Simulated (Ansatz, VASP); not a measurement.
# ZnO in VASP and in Ansatz

Contents of INCAR:

```
SYSTEM = ZnO
ALGO = Normal
EDIFF = 1E-7
ENCUT = 520
GGA = RP
ISIF = 2
ISMEAR = 0
LASPH = .True.
LCHARG = .False.
LREAL = .False.
LWAVE = .False.
NBANDS = 26
NELM = 100
PREC = Accurate
SIGMA = 0.01
```

The input KPOINTS:

```
k-points
0
Gamma
  6 6 4
  0 0 0
```

Contents of POSCAR:

```
ZnO
1.0
    3.2493080000      0.0000000000      0.0000000000
   -1.6246540000      2.8139832727      0.0000000000
    0.0000000000      0.0000000000      5.2057090000
Zn O
2 2
Direct
    0.3333330000      0.6666670000      0.5000000000
    0.6666670000      0.3333330000      0.0000000000
    0.6666670000      0.3333330000      0.3790100000
    0.3333330000      0.6666670000      0.8790100000
```

Input for Ansatz:

```yaml
crystal:
  lattice:
    - [3.249308, 0.0, 0.0]
    - [-1.6246539999999994, 2.813983272720007, 0.0]
    - [0.0, 0.0, 5.205709]
  atoms:
    - { symbol: Zn, position: [0.333333, 0.666667, 0.5] }
    - { symbol: Zn, position: [0.666667, 0.333333, 0.0] }
    - { symbol: O, position: [0.666667, 0.333333, 0.37901] }
    - { symbol: O, position: [0.333333, 0.666667, 0.8790099999999998] }
basis:
  ecutwfc: 450.0
kpoints:
  mp_grid:
    grid: [6, 6, 4]
    shift: [0.0, 0.0, 0.0]
hamiltonian:
  xc: rpbe
  pseudopotentials:
    kind: paw
scf:
  occupations:
    method: fixed
output:
  stress: true
```

Alike in both runs: task single point; functional RPBE; k mesh 6 × 6 × 4; no spin polarisation.

|  | VASP | Ansatz |
| --- | --- | --- |
| version | VASP 6.6.1 | Ansatz 0.2.0 |
| potentials or method | VASP PAW PBE potentials, release 64 (Zn, O), cutoff 520 eV | plane waves, PAW |
| occupations | gaussian, width 0.01 eV | fixed |
| valence electrons in the cell | 36 | 36 |

VASP gave:

* pressure (GPa): 10.6
* traceless stress, the component that is largest in VASP (GPa): 1.13

Task: Estimate Ansatz's values.

Result: Pressure (GPa): 9.5; traceless stress, the component that is largest in VASP (GPa): 1.09.

VASP's potentials were made for PBE, not for RPBE. Ansatz's warnings: structure snapped to symmetry.
